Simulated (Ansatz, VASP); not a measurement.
# B in VASP and in Ansatz

```
B
1.0
    -1.46305    1.46305    0.81057
     1.46305   -1.46305    0.81057
     1.46305    1.46305   -0.81057
B
1
Direct
  0.50000 0.50000 0.00000
```

Alike in both runs: functional PBE; k mesh 38 × 38 × 38; occupations gaussian, width 0.1 eV; no spin polarisation.

Ansatz relaxed the structure, and its values are those at the end. VASP's run is a single point on that final structure, the one shown.

```csv
,VASP,Ansatz
version,VASP 6.6.1,Ansatz 0.2.0
potentials or method,"VASP PAW PBE potentials, release 64 (B), cutoff 520 eV","scalar-relativistic, plane waves, PAW"
valence electrons in the cell,3,3
```

Ansatz gave:

| Quantity | Value |
| --- | --- |
| gap on the k mesh at the Fermi level (eV) | none |
| pressure (GPa) | 0.0 |

What did VASP give for the same quantities?

gap on the k mesh at the Fermi level (eV): none; pressure (GPa): -0.1.

A gap of «none» marks a metal or a gap that the smearing closes. The functional is the same, so the differences come from potentials, cutoffs and numerics.
